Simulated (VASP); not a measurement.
# SiO2 (Seifertite) (Pbcn) in VASP: a series of runs

SiO2 (Seifertite) is run at these levels: PBE, r2SCAN; tasks: electric field gradients.

Program: VASP 6.6.1. These are calculated values, not measurements. Logs are shortened: lines on timing, memory, paths and dates and some standing lists are left out, and cuts for length are marked.

### Step 1. The cell of the first run

Symmetry: Pbcn, No. 60, orthorhombic system. The conventional cell has a = 4.097 Å, b = 5.046 Å, c = 4.495 Å, α = 90.00°, β = 90.00°, γ = 90.00°. Within 2.3 Å of Si (site symmetry 2) lie 6 O at 1.74 to 1.85 Å. Within 2.3 Å of O (site symmetry 1) lie 3 Si at 1.74 to 1.85 Å.

### Step 2. Electric field gradients, PBE

INCAR

```
SYSTEM = SiO2
PREC = Accurate
ENCUT = 520
EDIFF = 1E-8
ISMEAR = -1
SIGMA = 0.02
LREAL = .FALSE.
LASPH = .TRUE.
NELM = 80
ALGO = Normal
ISIF = 2
LWAVE = .FALSE.
LCHARG = .FALSE.
GGA = PE
LEFG = .TRUE.
NBANDS = 44
```

KPOINTS

```
regular mesh
0
G
  5 4 5
  0 0 0
```

POSCAR

```
SiO2
1.0
    4.0970000000      0.0000000000      0.0000000000
    0.0000000000      5.0462000000      0.0000000000
    0.0000000000      0.0000000000      4.4946000000
Si O
4 8
Direct
    0.0000000000      0.1522000000      0.2500000000
    0.5000000000      0.3478000000      0.7500000000
    0.0000000000      0.8478000000      0.7500000000
    0.5000000000      0.6522000000      0.2500000000
    0.7336000000      0.6245000000      0.9186000000
    0.7664000000      0.8755000000      0.4186000000
    0.2336000000      0.8755000000      0.0814000000
    0.2664000000      0.6245000000      0.5814000000
    0.2664000000      0.3755000000      0.0814000000
    0.2336000000      0.1245000000      0.5814000000
    0.7664000000      0.1245000000      0.9186000000
    0.7336000000      0.3755000000      0.4186000000
```

Potentials or basis: VASP PAW PBE potentials, release 64 (Si, O).

On the command line:

```console
$ cat potpaw_PBE.64/Si/POTCAR potpaw_PBE.64/O/POTCAR > POTCAR
$ mpirun -np 1 vasp_std > vasp.out
```

OUTCAR:

```text
SYSTEM = SiO2
   PREC = Accurate
   ENCUT = 520
   EDIFF = 1E-8
   ISMEAR = -1
   LREAL = .FALSE.
   LASPH = .TRUE.
   NELM = 80
   ISIF = 2
   GGA = PE

 ion  position               nearest neighbor table
   1  0.000  0.152  0.250-   9 1.74  12 1.74  11 1.78  10 1.78   6 1.85   7 1.85   3 2.72   3 2.72

   2  0.500  0.348  0.750-  10 1.74  11 1.74   9 1.78  12 1.78   5 1.85   8 1.85   4 2.72   4 2.72

   3  0.000  0.848  0.750-   5 1.74   8 1.74   7 1.78   6 1.78  10 1.85  11 1.85   1 2.72   1 2.72

   4  0.500  0.652  0.250-   6 1.74   7 1.74   5 1.78   8 1.78   9 1.85  12 1.85   2 2.72   2 2.72

   5  0.734  0.624  0.919-   3 1.74   4 1.78   2 1.85
   6  0.766  0.876  0.419-   4 1.74   3 1.78   1 1.85
   7  0.234  0.876  0.081-   4 1.74   3 1.78   1 1.85
   8  0.266  0.624  0.581-   3 1.74   4 1.78   2 1.85
   9  0.266  0.376  0.081-   1 1.74   2 1.78   4 1.85
  10  0.234  0.124  0.581-   2 1.74   1 1.78   3 1.85
  11  0.766  0.124  0.919-   2 1.74   1 1.78   3 1.85
  12  0.734  0.376  0.419-   1 1.74   2 1.78   4 1.85

  LATTYP: Found a simple orthorhombic cell.
 ALAT       =     4.0970000000
 B/A-ratio  =     1.0970466195
 C/A-ratio  =     1.2316817183

  Lattice vectors:

 A1 = (  -4.0970000000,   0.0000000000,   0.0000000000)
 A2 = (   0.0000000000,   0.0000000000,   4.4946000000)
 A3 = (   0.0000000000,   5.0462000000,   0.0000000000)

Analysis of symmetry for initial positions (statically):
=====================================================================
 Subroutine PRICEL returns:
 Original cell was already a primitive cell.

 Routine SETGRP: Setting up the symmetry group for a
 simple orthorhombic supercell.

 Subroutine GETGRP returns: Found  8 space group operations
 (whereof  2 operations were pure point group operations)
 out of a pool of  8 trial point group operations.

The static configuration has the point symmetry S_2 .
 The point group associated with its full space group is D_2h.

Analysis of symmetry for dynamics (positions and initial velocities):
=====================================================================
 Subroutine PRICEL returns:
 Original cell was already a primitive cell.

 Routine SETGRP: Setting up the symmetry group for a
 simple orthorhombic supercell.

 Subroutine GETGRP returns: Found  8 space group operations
 (whereof  2 operations were pure point group operations)
 out of a pool of  8 trial point group operations.

The dynamic configuration has the point symmetry S_2 .
 The point group associated with its full space group is D_2h.

 Subroutine INISYM returns: Found  8 space group operations
 (whereof  2 operations are pure point group operations),
 and found     1 'primitive' translations

----------------------------------------------------------------------------------------

                                     Primitive cell

  volume of cell :      92.9226

  direct lattice vectors                    reciprocal lattice vectors
     4.097000000  0.000000000  0.000000000     0.244081035  0.000000000  0.000000000
     0.000000000  5.046200000  0.000000000     0.000000000  0.198168919  0.000000000
     0.000000000  0.000000000  4.494600000     0.000000000  0.000000000  0.222489209

  length of vectors
     4.097000000  5.046200000  4.494600000     0.244081035  0.198168919  0.222489209

  position of ions in fractional coordinates (direct lattice)
     0.000000000  0.152200000  0.250000000
     0.500000000  0.347800000  0.750000000
     0.000000000  0.847800000  0.750000000
     0.500000000  0.652200000  0.250000000
     0.733600000  0.624500000  0.918600000
     0.766400000  0.875500000  0.418600000
     0.233600000  0.875500000  0.081400000
     0.266400000  0.624500000  0.581400000
     0.266400000  0.375500000  0.081400000
[... 104 lines left out ...]
   EFERMI =   0.00;   METHOD = LEGACY
   ISMEAR =    -1;   SIGMA  =   0.02  broadening in eV -4-tet -1-fermi 0-gaus
   EFERMI_NEDOS =   21; number of points for ismear=-14 and -15
   IALGO  =     38    algorithm
   IMIX   =      4    mixing-type and parameters
     AMIX     =   0.40;   BMIX     =  1.00
     AMIX_MAG =   1.60;   BMIX_MAG =  1.00
  volume/ion in A,a.u.               =       7.74        52.26
  Fermi-wavevector in a.u.,A,eV,Ry     =   1.445754  2.732078 28.438951  2.090204
  Thomas-Fermi vector in A             =   2.563900
   LORBIT       =      0    0 simple, 1 ext, 2 COOP (PROOUT), +10 PAW based schemes
   GGA     = PE    functional components
   LHFCALC =     F    Hartree Fock is set to
   AEXX    =    0.0000 exact exchange contribution
   IVDW    =     0    specifies the selected vdW correction
   LEPSILON=     F    determine dielectric tensor
   LRPA    =     F    only Hartree local field effects (RPA)
 non-spin polarized calculation
  energy-cutoff  :      520.00
  volume of cell :       92.92
 maximum number of plane-waves:      2521
   NGX = 15   NGY = 19   NGZ = 17

 number of electron      63.9999988 magnetization

 Free energy of the ion-electron system (eV)
  ---------------------------------------------------
  ext. energy  EPLUGINS =         0.00000000
  ---------------------------------------------------
  free energy    TOTEN  =       -91.76098032 eV

  energy without entropy =      -91.76098032  energy(sigma->0) =      -91.76098032

 E-fermi :   8.2986     XC(G=0): -12.3284

 val. band max:        7.8508297506   @ k =   0.0000   0.0000   0.0000
 cond. band min:      13.4182442666   @ k =   0.0000   0.0000   0.0000
 fundamental gap:      5.5674145160
 Fermi energy:         8.2986193449

 k-point     1 :       0.0000    0.0000    0.0000
  band No.  band energies     occupation
      1     -14.1096      2.00000
      2     -11.1554      2.00000
      3     -11.0998      2.00000
      4     -11.0566      2.00000
      5     -10.6187      2.00000
      6      -9.9288      2.00000
[... 1117 lines left out ...]
     43      20.2186      0.00000
     44      20.5821      0.00000

 [... further k-points ...]
[... 5 lines left out ...]
  --------------------------------------------------------------------------------------
  -------------------------------------------------------------------------------------
  Total        2.0356875      4.0964680      3.9267457      0.0000000      0.0000000      0.0000000
  in kB       35.0994431     70.6315400     67.7051786      0.0000000      0.0000000      0.0000000
  external PRESSURE =      57.8120539 kB  Pullay stress =       0.0000000 kB

 VOLUME and BASIS-vectors are now :
 -----------------------------------------------------------------------------
  energy-cutoff  :      520.00
  volume of cell :       92.92
      direct lattice vectors                 reciprocal lattice vectors
     4.097000000  0.000000000  0.000000000     0.244081035  0.000000000  0.000000000
     0.000000000  5.046200000  0.000000000     0.000000000  0.198168919  0.000000000
     0.000000000  0.000000000  4.494600000     0.000000000  0.000000000  0.222489209

 POSITION                                       TOTAL-FORCE (eV/Angst)
 -----------------------------------------------------------------------------------
      0.00000      0.76803      1.12365         0.000000     -0.339458      0.000000
      2.04850      1.75507      3.37095        -0.000000      0.339458      0.000000
      0.00000      4.27817      3.37095        -0.000000      0.339458     -0.000000
      2.04850      3.29113      1.12365         0.000000     -0.339458      0.000000
      3.00556      3.15135      4.12874        -0.557069     -0.810666      0.170011
      3.13994      4.41795      1.88144         0.557069      0.810666      0.170011
      0.95706      4.41795      0.36586        -0.557069      0.810666     -0.170011
      1.09144      3.15135      2.61316         0.557069     -0.810666     -0.170011
      1.09144      1.89485      0.36586         0.557069      0.810666     -0.170011
      0.95706      0.62825      2.61316        -0.557069     -0.810666     -0.170011
      3.13994      0.62825      4.12874         0.557069     -0.810666      0.170011
      3.00556      1.89485      1.88144        -0.557069      0.810666      0.170011
 -----------------------------------------------------------------------------------
    total drift:                               -0.000000      0.000000     -0.000000

  FREE ENERGIE OF THE ION-ELECTRON SYSTEM (eV)
  ---------------------------------------------------
  free  energy   TOTEN  =       -91.7609803180 eV

  energy  without entropy=      -91.7609803180  energy(sigma->0) =      -91.76098032

 Electric field gradients (V/A^2)
---------------------------------------------------------------------
 ion       V_xx      V_yy      V_zz      V_xy      V_xz      V_yz
---------------------------------------------------------------------
   1      -2.258     9.396    -7.138     0.000    -2.092     0.000
   2      -2.258     9.396    -7.138     0.000     2.092    -0.000
   3      -2.258     9.396    -7.138    -0.000    -2.092    -0.000
   4      -2.258     9.396    -7.138     0.000     2.092     0.000
   5     -18.879    -2.227    21.106    77.494   -62.851    20.908
   6     -18.879    -2.227    21.106    77.494    62.851   -20.908
   7     -18.879    -2.227    21.106   -77.494    62.851    20.908
   8     -18.879    -2.227    21.106   -77.494   -62.851   -20.908
   9     -18.879    -2.227    21.106    77.494   -62.851    20.908
  10     -18.879    -2.227    21.106    77.494    62.851   -20.908
  11     -18.879    -2.227    21.106   -77.494    62.851    20.908
  12     -18.879    -2.227    21.106   -77.494   -62.851   -20.908
---------------------------------------------------------------------

 Electric field gradients after diagonalization (V/A^2)
 (convention: |V_zz| > |V_xx| > |V_yy|)
----------------------------------------------------------------------
 ion       V_xx      V_yy      V_zz     asymmetry (V_yy - V_xx)/ V_zz
----------------------------------------------------------------------
   1      -7.912    -1.484     9.396       0.684
   2      -7.912    -1.484     9.396       0.684
   3      -7.912    -1.484     9.396       0.684
   4      -7.912    -1.484     9.396       0.684
   5      84.162    31.971  -116.133       0.449
   6      84.162    31.971  -116.133       0.449
   7      84.162    31.971  -116.133       0.449
   8      84.162    31.971  -116.133       0.449
   9      84.162    31.971  -116.133       0.449
  10      84.162    31.971  -116.133       0.449
  11      84.162    31.971  -116.133       0.449
  12      84.162    31.971  -116.133       0.449
----------------------------------------------------------------------

           NMR quadrupolar parameters

 Cq : quadrupolar parameter    Cq=e*Q*V_zz/h
 eta: asymmetry parameters     (V_yy - V_xx)/ V_zz
 Q  : nuclear electric quadrupole moment in mb (millibarn)
----------------------------------------------------------------------
 ion       Cq(MHz)       eta       Q (mb)
----------------------------------------------------------------------
   1       0.023       0.684       1.000
   2       0.023       0.684       1.000
   3       0.023       0.684       1.000
   4       0.023       0.684       1.000
   5      -0.281       0.449       1.000
   6      -0.281       0.449       1.000
   7      -0.281       0.449       1.000
   8      -0.281       0.449       1.000
   9      -0.281       0.449       1.000
  10      -0.281       0.449       1.000
  11      -0.281       0.449       1.000
  12      -0.281       0.449       1.000
----------------------------------------------------------------------
```

It took 78 s on 1 thread of Intel Xeon Platinum 8488C (Sapphire Rapids), shared host; peak memory 0.22 GiB.

What came out:

```
Free energy            : -91.7610 eV
Pressure               : 5.8 GPa
Largest force          : 0.998 eV/Å
Band gap on the k mesh : 5.57 eV, direct
```

Forces in eV/Å, atoms in the order of the input:
```
Si   0.000 -0.339  0.000
Si   0.000  0.339  0.000
Si   0.000  0.339  0.000
Si   0.000 -0.339  0.000
O   -0.557 -0.811  0.170
O    0.557  0.811  0.170
O   -0.557  0.811 -0.170
O    0.557 -0.811 -0.170
O    0.557  0.811 -0.170
O   -0.557 -0.811 -0.170
O    0.557 -0.811  0.170
O   -0.557  0.811  0.170
```

Electric field gradients, principal values (V/Å²):
```
atom   least  middle  greatest (by size)
1 Si  -1.484  -7.912               9.396
2 Si  -1.484  -7.912               9.396
3 Si  -1.484  -7.912               9.396
4 Si  -1.484  -7.912               9.396
 5 O  31.971  84.162            -116.133
 6 O  31.971  84.162            -116.133
 7 O  31.971  84.162            -116.133
 8 O  31.971  84.162            -116.133
 9 O  31.971  84.162            -116.133
10 O  31.971  84.162            -116.133
11 O  31.971  84.162            -116.133
12 O  31.971  84.162            -116.133
```

Caveat: without QUAD_EFG the Cq values of the log hold for a quadrupole moment of 1 mb, not for the nuclei. As with any semilocal functional, this PBE gap is likely too small.

(Continued in part 2 of 2.)
